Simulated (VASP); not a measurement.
Input of a VASP 6.6.1 run:

File INCAR:

```
PREC     = Accurate       # precision mode
ENCUT    = 520            # plane-wave cutoff, eV
EDIFF    = 1E-7           # SCF threshold, eV
ISMEAR   = -1             # smearing method
SIGMA    = 0.03           # smearing width, eV
LREAL    = False          # projectors in reciprocal space
LASPH    = True           # aspherical terms in the spheres
NELM     = 100            # most SCF steps
ALGO     = Normal         # electronic algorithm
ISIF     = 2              # what is computed and relaxed
LWAVE    = False          # write WAVECAR
LCHARG   = False          # write CHGCAR
GGA      = PE             # functional
NBANDS   = 11             # bands
```

KPOINTS

```
regular mesh
0
Gamma
  10 10 10
```

File POSCAR:

```
BAs
1.0
    0.0000000000      2.4096270000      2.4096270000
    2.4096270000      0.0000000000      2.4096270000
    2.4096270000      2.4096270000      0.0000000000
B As
1 1
Direct
    0.7500000000      0.7500000000      0.7500000000
    0.0000000000      0.0000000000      0.0000000000
```

Potentials or basis: VASP PAW PBE potentials, release 64 (B, As).

Launch:

```bash
$ cat potpaw_PBE.64/B/POTCAR potpaw_PBE.64/As/POTCAR > POTCAR
$ mpirun -np 1 vasp_std > vasp.out
```

Problem. Predict the pressure.

Solution. -0.2 GPa.

Problem. Estimate the band gap on the k mesh.

Solution. 1.20 eV, indirect (least direct gap 3.24 eV).

A k mesh can miss the band edges. Expect the measured gap to be larger: semilocal functionals such as PBE lack the derivative discontinuity.
